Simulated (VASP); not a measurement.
# Ca (P4/nmm) in VASP: notebook

The runs below take Ca through single point, relaxation of cell and atoms, with PBE.

All numbers are computed with VASP 6.6.1; they aren't measurements. Logs are shortened: lines on timing, memory, paths and dates and some standing lists are left out, and cuts for length are marked.

### 1 The cell of the first run

It takes space group P4/nmm (No. 129, tetragonal). The conventional cell has a = 4.823 Å, b = 4.823 Å, c = 4.385 Å, α = 90.00°, β = 90.00°, γ = 90.00°. Within 4.9 Å of Ca (site symmetry 4mm) lie 14 Ca at 3.66 to 4.82 Å.

The cell was generated, and may not be a known phase.

### 2 Single point, PBE

Input file INCAR:

```
SYSTEM = Ca
  PREC = Accurate
  ENCUT = 520
  EDIFF = 1E-6
  ISMEAR = 0
  SIGMA = 0.1
  LREAL = .False.
  LASPH = .True.
  NELM = 60
  ALGO = Normal
  ISIF = 2
  LWAVE = .False.
  LCHARG = .False.
  GGA = PE
  NBANDS = 17
```

Input file KPOINTS:

```
regular mesh
0
Gamma
  4 4 4
  0 0 0
```

Input file POSCAR:

```
Ca
1.0
    4.8232056700      0.0000000000      0.0000000000
    0.0000000000      4.8232056700      0.0000000000
    0.0000000000      0.0000000000      4.3849028200
Ca
2
Direct
    0.5000000000      0.0000000000      0.3484952500
    0.0000000000      0.5000000000      0.6515047500
```

Potentials or basis: VASP PAW PBE potentials, release 64 (Ca_sv).

On the command line:

```
cat potpaw_PBE.64/Ca_sv/POTCAR > POTCAR
mpirun -np 1 vasp_std > vasp.out
```

OUTCAR:

```text
SYSTEM = Ca
   PREC = Accurate
   ENCUT = 520
   EDIFF = 1E-6
   ISMEAR = 0
   LREAL = .False.
   LASPH = .True.
   NELM = 60
   ISIF = 2
   GGA = PE

 ion  position               nearest neighbor table
   1  0.500  0.000  0.348-
   2  0.000  0.500  0.652-

  LATTYP: Found a simple tetragonal cell.
 ALAT       =     4.8232056700
 C/A-ratio  =     0.9091262368

  Lattice vectors:

 A1 = (   4.8232056700,   0.0000000000,   0.0000000000)
 A2 = (   0.0000000000,   4.8232056700,   0.0000000000)
 A3 = (   0.0000000000,   0.0000000000,   4.3849028200)

Analysis of symmetry for initial positions (statically):
=====================================================================
 Subroutine PRICEL returns:
 Original cell was already a primitive cell.

 Routine SETGRP: Setting up the symmetry group for a
 simple tetragonal supercell.

 Subroutine GETGRP returns: Found 16 space group operations
 (whereof  8 operations were pure point group operations)
 out of a pool of 16 trial point group operations.

The static configuration has the point symmetry D_2d.
 The point group associated with its full space group is D_4h.

Analysis of symmetry for dynamics (positions and initial velocities):
=====================================================================
 Subroutine PRICEL returns:
 Original cell was already a primitive cell.

 Routine SETGRP: Setting up the symmetry group for a
 simple tetragonal supercell.

 Subroutine GETGRP returns: Found 16 space group operations
 (whereof  8 operations were pure point group operations)
 out of a pool of 16 trial point group operations.

The dynamic configuration has the point symmetry D_2d.
 The point group associated with its full space group is D_4h.

 Subroutine INISYM returns: Found 16 space group operations
 (whereof  8 operations are pure point group operations),
 and found     1 'primitive' translations

----------------------------------------------------------------------------------------

                                     Primitive cell

  volume of cell :     102.0074

  direct lattice vectors                    reciprocal lattice vectors
     4.823205670  0.000000000  0.000000000     0.207330989  0.000000000  0.000000000
     0.000000000  4.823205670  0.000000000     0.000000000  0.207330989  0.000000000
     0.000000000  0.000000000  4.384902820     0.000000000  0.000000000  0.228055225

  length of vectors
     4.823205670  4.823205670  4.384902820     0.207330989  0.207330989  0.228055225

  position of ions in fractional coordinates (direct lattice)
     0.500000000  0.000000000  0.348495250
     0.000000000  0.500000000  0.651504750

  ion indices of the primitive-cell ions
   primitive index   ion index
                 1           1
                 2           2

----------------------------------------------------------------------------------------

 KPOINTS: regular mesh

Automatic generation of k-mesh.
 Grid dimensions read from file:
 generate k-points for:    4    4    4

 Generating k-lattice:

  Cartesian coordinates                     Fractional coordinates (reciprocal lattice)
     0.051832747  0.000000000  0.000000000     0.250000000  0.000000000  0.000000000
     0.000000000  0.051832747  0.000000000     0.000000000  0.250000000  0.000000000
     0.000000000  0.000000000  0.057013806     0.000000000  0.000000000  0.250000000

  Length of vectors
     0.051832747  0.051832747  0.057013806

  Shift w.r.t. Gamma in fractional coordinates (k-lattice)
     0.000000000  0.000000000  0.000000000

 Subroutine IBZKPT returns following result:
 ===========================================

 Found     18 irreducible k-points:

 Following reciprocal coordinates:
            Coordinates               Weight
  0.000000  0.000000  0.000000      1.000000
  0.250000  0.000000  0.000000      4.000000
  0.500000  0.000000  0.000000      2.000000
  0.250000  0.250000  0.000000      4.000000
  0.500000  0.250000  0.000000      4.000000
  0.500000  0.500000  0.000000      1.000000
[... 10 lines left out ...]
  0.500000  0.250000  0.500000      4.000000
  0.500000  0.500000  0.500000      1.000000
   k-points           NKPTS =     18   k-points in BZ     NKDIM =     18   number of bands    NBANDS=     17
   number of dos      NEDOS =    301   number of ions     NIONS =      2
   total plane-waves  NPLWV =  46656
   dimension x,y,z NGX =    36 NGY =   36 NGZ =   36
   dimension x,y,z NGXF=    72 NGYF=   72 NGZF=   72
   ions per type =               2
   NGX,Y,Z   is equivalent  to a cutoff of  12.41, 12.41, 13.65 a.u.
   NGXF,Y,Z  is equivalent  to a cutoff of  24.82, 24.82, 27.30 a.u.
 SYSTEM =  Ca
   PREC   = accura    normal or accurate (medium, high low for compatibility)
   ISTART =      0    job   : 0-new  1-cont  2-samecut
   ICHARG =      2    charge: 1-file 2-atom 10-const
   ISPIN  =      1    spin polarized calculation?
   LNONCOLLINEAR =      F non collinear calculations
   LSORBIT =      F    spin-orbit coupling
   LASPH  =      T    aspherical Exc in radial PAW
   ENCUT  =  520.0 eV  38.22 Ry    6.18 a.u.   8.97  8.97  8.15*2*pi/ulx,y,z
   NELM   =     60;   NELMIN=  2; NELMDL= -5     # of ELM steps
   EDIFF  = 0.1E-05   stopping-criterion for ELM
   LREAL  =      F    real-space projection
   EDIFFG = 0.1E-04   stopping-criterion for IOM
   NSW    =      0    number of steps for IOM
   IBRION =     -1    ionic relax: 0-MD 1-quasi-New 2-CG
   NFREE  =      0    steps in history (QN), initial steepest desc. (CG)
   ISIF   =      2    stress and relaxation
   ISYM   =      2    0-nonsym 1-usesym 2-fastsym
   POTIM  = 0.5000    time-step for ionic-motion
   TEBEG  =    0.0;   TEEND  =   0.0 temperature during run
   PSTRESS=    0.0 pullay stress
   NELECT =      20.0000    total number of electrons
   NUPDOWN=      -1.0000    fix difference up-down
   EMIN   =  10.00;   EMAX   =-10.00  energy-range for DOS
   EFERMI =   0.00;   METHOD = LEGACY
   ISMEAR =     0;   SIGMA  =   0.10  broadening in eV -4-tet -1-fermi 0-gaus
   EFERMI_NEDOS =   21; number of points for ismear=-14 and -15
   IALGO  =     38    algorithm
   IMIX   =      4    mixing-type and parameters
     AMIX     =   0.40;   BMIX     =  1.00
     AMIX_MAG =   1.60;   BMIX_MAG =  1.00
  volume/ion in A,a.u.               =      51.00       344.19
  Fermi-wavevector in a.u.,A,eV,Ry     =   0.951059  1.797242 12.306660  0.904514
  Thomas-Fermi vector in A             =   2.079494
   LORBIT       =      0    0 simple, 1 ext, 2 COOP (PROOUT), +10 PAW based schemes
   GGA     = PE    functional components
   LHFCALC =     F    Hartree Fock is set to
   AEXX    =    0.0000 exact exchange contribution
   IVDW    =     0    specifies the selected vdW correction
   LEPSILON=     F    determine dielectric tensor
   LRPA    =     F    only Hartree local field effects (RPA)
 non-spin polarized calculation
 Gauss-broadening in eV      SIGMA  =   0.10
  energy-cutoff  :      520.00
  volume of cell :      102.01
 maximum number of plane-waves:      2776
 NGX is ok and might be reduce to    36
   NGX = 17   NGY = 17   NGZ = 17

 number of electron      19.9999996 magnetization

 Free energy of the ion-electron system (eV)
  ---------------------------------------------------
  ext. energy  EPLUGINS =         0.00000000
  ---------------------------------------------------
  free energy    TOTEN  =        -3.29645684 eV

  energy without entropy =       -3.27677250  energy(sigma->0) =       -3.28661467

 E-fermi :   1.2556     XC(G=0):  -7.1390

 val. band max:        1.2512171784   @ k =   0.2500   0.2500   0.0000
 cond. band min:       1.2559368121   @ k =   0.5000   0.0000   0.5000
 fundamental gap:      0.0047196337
 Fermi energy:         1.2556388753

 k-point     1 :       0.0000    0.0000    0.0000
  band No.  band energies     occupation
      1     -41.2039      2.00000
      2     -41.1823      2.00000
      3     -22.2059      2.00000
      4     -22.2059      2.00000
      5     -22.1924      2.00000
      6     -22.1716      2.00000
[... 9 lines left out ...]
     16       4.2547      0.00000
     17       4.2664      0.00000

 k-point     2 :       0.2500    0.0000    0.0000
  band No.  band energies     occupation
      1     -41.2006      2.00000
      2     -41.1853      2.00000
      3     -22.2080      2.00000
      4     -22.1955      2.00000
      5     -22.1903      2.00000
      6     -22.1602      2.00000
[... 9 lines left out ...]
     16       4.0770      0.00000
     17       4.1821      0.00000

 k-point     3 :       0.5000    0.0000    0.0000
  band No.  band energies     occupation
      1     -41.1929      2.00000
      2     -41.1929      2.00000
      3     -22.2036      2.00000
      4     -22.2036      2.00000
      5     -22.1528      2.00000
      6     -22.1528      2.00000
[... 9 lines left out ...]
     16       3.8617      0.00000
     17       4.3277      0.00000

 k-point     4 :       0.2500    0.2500    0.0000
  band No.  band energies     occupation
      1     -41.1983      2.00000
      2     -41.1875      2.00000
      3     -22.2164      2.00000
      4     -22.2001      2.00000
      5     -22.1885      2.00000
      6     -22.1505      2.00000
[... 9 lines left out ...]
     16       4.0041      0.00000
     17       4.1558      0.00000
[... 223 lines left out ...]
      1     -41.1971      2.00000
      2     -41.1871      2.00000
      3     -22.2160      2.00000
      4     -22.2124      2.00000
      5     -22.2088      2.00000
      6     -22.1467      2.00000
[... 9 lines left out ...]
     16       3.9378      0.00000
     17       4.4193      0.00000

 k-point    17 :       0.5000    0.2500    0.5000
  band No.  band energies     occupation
      1     -41.1920      2.00000
      2     -41.1920      2.00000
      3     -22.2219      2.00000
      4     -22.2219      2.00000
      5     -22.1821      2.00000
      6     -22.1821      2.00000
[... 9 lines left out ...]
     16       4.0410      0.00000
     17       4.5048      0.00000

 k-point    18 :       0.5000    0.5000    0.5000
  band No.  band energies     occupation
      1     -41.1919      2.00000
      2     -41.1919      2.00000
      3     -22.2183      2.00000
      4     -22.2183      2.00000
      5     -22.2004      2.00000
      6     -22.2004      2.00000
[... 9 lines left out ...]
     16       3.5897      0.00000
     17       4.2761      0.00000

------------------------ aborting loop because EDIFF is reached ----------------------------------------

  FORCE on cell =-STRESS in cart. coord.  units (eV):
  Direction    XX          YY          ZZ          XY          YZ          ZX
  --------------------------------------------------------------------------------------
  -------------------------------------------------------------------------------------
  Total       -0.3552382     -0.3552382     -1.9273995      0.0000000     -0.0000000      0.0000000
  in kB       -5.5795433     -5.5795433    -30.2726749      0.0000000     -0.0000000      0.0000000
  external PRESSURE =     -13.8105872 kB  Pullay stress =       0.0000000 kB

 VOLUME and BASIS-vectors are now :
 -----------------------------------------------------------------------------
  energy-cutoff  :      520.00
  volume of cell :      102.01
      direct lattice vectors                 reciprocal lattice vectors
     4.823205670  0.000000000  0.000000000     0.207330989  0.000000000  0.000000000
     0.000000000  4.823205670  0.000000000     0.000000000  0.207330989  0.000000000
     0.000000000  0.000000000  4.384902820     0.000000000  0.000000000  0.228055225

 POSITION                                       TOTAL-FORCE (eV/Angst)
 -----------------------------------------------------------------------------------
      2.41160      0.00000      1.52812         0.000000      0.000000     -0.707150
      0.00000      2.41160      2.85679         0.000000      0.000000      0.707150
 -----------------------------------------------------------------------------------
    total drift:                                0.000000      0.000000      0.000000

  FREE ENERGIE OF THE ION-ELECTRON SYSTEM (eV)
  ---------------------------------------------------
  free  energy   TOTEN  =        -3.2964568352 eV

  energy  without entropy=       -3.2767724958  energy(sigma->0) =       -3.28661467
```

Run time: 37 s. Hardware: 1 thread of Intel Xeon Platinum 8375C at 2.90GHz (Ice Lake), shared host; peak memory 0.2 GiB.

What came out:

* Free energy: -3.2965 eV
* Pressure: -1.4 GPa
* Largest force: 0.707 eV/Å
* Band gap on the k mesh: zero (bands 10 and 11 overlap by 0.50 eV)

Forces on the atoms (eV/Å):
```
Ca   0.000  0.000 -0.707
Ca   0.000  0.000  0.707
```

Levels at points of the mesh, in eV from the Fermi level:
```tsv
k point	band 7	band 8	band 9	band 10	band 11	band 12	band 13	band 14
(0.00, 0.00, 0.00)	-23.36	-23.36	-3.66	-0.02	0.61	1.47	1.67	2.41
(0.50, 0.00, 0.00)	-23.39	-23.39	-1.96	-1.96	0.98	0.98	1.50	1.50
(0.50, 0.50, 0.00)	-23.35	-23.35	-0.87	-0.87	-0.26	-0.26	2.10	2.10
(0.00, 0.00, 0.50)	-23.36	-23.36	-2.00	-1.30	0.60	1.55	1.55	1.74
(0.50, 0.00, 0.50)	-23.39	-23.39	-0.69	-0.69	0.00	0.00	1.15	1.15
(0.50, 0.50, 0.50)	-23.35	-23.35	0.24	0.24	0.41	0.41	0.58	0.58
```

### 3 Relaxation of cell and atoms, PBE

Input file INCAR:

```
  PREC = Accurate
  ENCUT = 600
  EDIFF = 1E-6
  ISMEAR = 0
  SIGMA = 0.1
  LREAL = F
  LASPH = T
  NELM = 80
  ALGO = Normal
  ISIF = 3
  LWAVE = F
  LCHARG = F
  GGA = PE
  IBRION = 2
  NSW = 90
  EDIFFG = -0.04
```

Input file KPOINTS:

```
regular mesh
0
Gamma
  4 4 4
```

POSCAR is that of step 2.

Potentials or basis: VASP PAW PBE potentials, release 64 (Ca_sv).

On the command line:

```
cat potpaw_PBE.64/Ca_sv/POTCAR > POTCAR
mpirun -np 1 vasp_std > vasp.out
```

Wall time 6.5 min (1 thread of Intel Xeon Platinum 8375C at 2.90GHz (Ice Lake), shared host); peak memory 0.25 GiB.

The run converged. Its results:

```yaml
Free_energy: -3.8223 eV
Relaxed_volume: 41.84 Å³/atom
Relaxed_cell: a = 4.594 Å, b = 4.594 Å, c = 3.964 Å, α = 90.00°, β = 90.00°, γ = 90.00°
Space_group_after_relaxing_to_0.1_Å: I4/mmm (No. 139)
Energy_gained_by_relaxing: 262.9 meV/atom
Ionic_steps: 12
Pressure_after_relaxing: 0.0 GPa
Largest_force_after_relaxing: 0.019 eV/Å
Band_gap_on_the_k_mesh: zero (bands 10 and 11 overlap by 0.62 eV)
```

Forces in eV/Å, atoms in the order of the input:
```
Ca   0.000  0.000  0.019
Ca   0.000  0.000 -0.019
```

Stress tensor (GPa, compression positive):
```
-0.02  0.00  0.00
 0.00 -0.02  0.00
 0.00  0.00  0.10
```

The path:
```
step  energy change (eV)  largest force (eV/Å)  pressure (GPa)  volume (Å³)
   1              0.0000                0.7071           -1.37       102.01
   2             -0.1372                0.7215           -1.08        95.67
   3             -0.2647                0.5143            1.92        77.66
   4             -0.2952                0.6314            0.42        83.74
   5             -0.2978                0.6038            0.77        82.09
   6             -0.3669                0.5004            0.51        82.92
   7             -0.4794                0.1004           -0.17        85.42
   8             -0.5251                0.0381           -0.16        84.54
   9             -0.5251                0.0314           -0.16        84.58
  10             -0.5251                0.0283           -0.18        84.60
  11             -0.5256                0.0149            0.10        83.31
  12             -0.5257                0.0190            0.02        83.68
```

Final structure:
```
CELL_PARAMETERS angstrom
4.59428 0.00000 0.00000
0.00000 4.59428 0.00000
0.00000 0.00000 3.96434
ATOMIC_POSITIONS crystal
Ca 0.50000 0.00000 0.24847
Ca 0.00000 0.50000 0.75153
```

Levels at points of the mesh, in eV from the Fermi level:
```csv
k point,band 6,band 7,band 8,band 9,band 10,band 11,band 12,band 13,band 14
"(0.00, 0.00, 0.00)",-22.93,-22.90,-22.90,-4.04,-0.05,0.18,1.93,2.66,2.87
"(0.50, 0.00, 0.00)",-22.96,-22.96,-22.96,-2.16,-2.16,1.34,1.34,1.94,1.94
"(0.50, 0.50, 0.00)",-22.96,-22.89,-22.89,-1.09,-1.09,-0.28,-0.28,2.01,2.01
"(0.00, 0.00, 0.50)",-22.95,-22.95,-22.95,-1.59,-1.58,1.67,1.87,1.88,1.88
"(0.50, 0.00, 0.50)",-22.95,-22.92,-22.92,-0.74,-0.74,0.24,0.24,1.14,1.14
"(0.50, 0.50, 0.50)",-22.96,-22.96,-22.96,0.34,0.34,0.35,0.35,0.55,0.55
```

Caveat: the volume moved by over 15 % at a fixed basis, so the end points are rough.

The gap in the log of VASP goes by the Fermi energy; the results here count the filled bands.